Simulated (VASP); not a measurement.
A run of VASP 6.6.1 is set up as follows.

POSCAR

```
SnGeH6
1.0
    3.2204014685      1.8592996532      2.0984360326
   -3.2204014685      1.8592996532      2.0984360326
    0.0000000000     -3.7185993110      2.0984360285
Sn Ge H
1 1 6
Direct
    0.5000000000      0.5000000000      0.5000000000
    0.0000000000      0.0000000000      0.0000000000
    0.9066556296      0.2761246707      0.2761246707
    0.2761246707      0.9066556296      0.2761246707
    0.2761246707      0.2761246707      0.9066556296
    0.0933443704      0.7238753293      0.7238753293
    0.7238753293      0.0933443704      0.7238753293
    0.7238753293      0.7238753293      0.0933443704
```

INCAR.step1

```
ALGO = Normal ; EDIFF = 1E-4
ENCUT = 520 ; GGA = PE
ISMEAR = -1 ; LASPH = True
LCHARG = False ; LREAL = False
LWAVE = True ; NBANDS = 27
NELM = 100 ; PREC = Accurate
SIGMA = 0.03
```

INCAR.step2

```
ALGO = Normal ; BPARAM = 11.95
CPARAM = 0.0093 ; EDIFF = 1E-6
ENCUT = 520 ; ISIF = 2
ISMEAR = -1 ; ISTART = 1
IVDW_NL = 2 ; LASPH = True
LCHARG = True ; LELF = True
LMIXTAU = True ; LREAL = False
LUSE_VDW = True ; LVHAR = True
LWAVE = False ; METAGGA = R2SCAN
NBANDS = 27 ; NELM = 100
PREC = Accurate ; SIGMA = 0.03
```

KPOINTS

```
k-points
0
Gamma
  8 8 8
```

Potentials or basis: VASP PAW PBE potentials, release 64 (Sn_d, Ge_d, H).

The run is started by

```console
$ cat potpaw_PBE.64/Sn_d/POTCAR potpaw_PBE.64/Ge_d/POTCAR potpaw_PBE.64/H/POTCAR > POTCAR
$ cp INCAR.step1 INCAR
$ mpirun -np 1 vasp_std > vasp.out
$ cp INCAR.step2 INCAR
$ mpirun -np 1 vasp_std > vasp.out
```

**Question.** Estimate the band gap on the k mesh.

**Answer.** Zero (band 17 reaches 3.90 eV, above the bottom of band 18 at 3.63 eV).

**Question.** What does it give for the pressure?

**Answer.** -0.1 GPa.

**Question.** What does it give for the largest force?

**Answer.** 0.023 eV/Å.

Forces on the atoms (eV/Å):
```
Sn   0.000  0.000  0.000
Ge   0.000  0.000  0.000
H   -0.012 -0.007  0.018
H    0.012 -0.007  0.018
H    0.000  0.014  0.018
H    0.012  0.007 -0.018
H   -0.012  0.007 -0.018
H    0.000 -0.014 -0.018
```

Caveat: the PAW data sets were made with another functional, which shifts forces and pressure a little; spin-orbit coupling is left out, which moves the levels of the heavy elements.
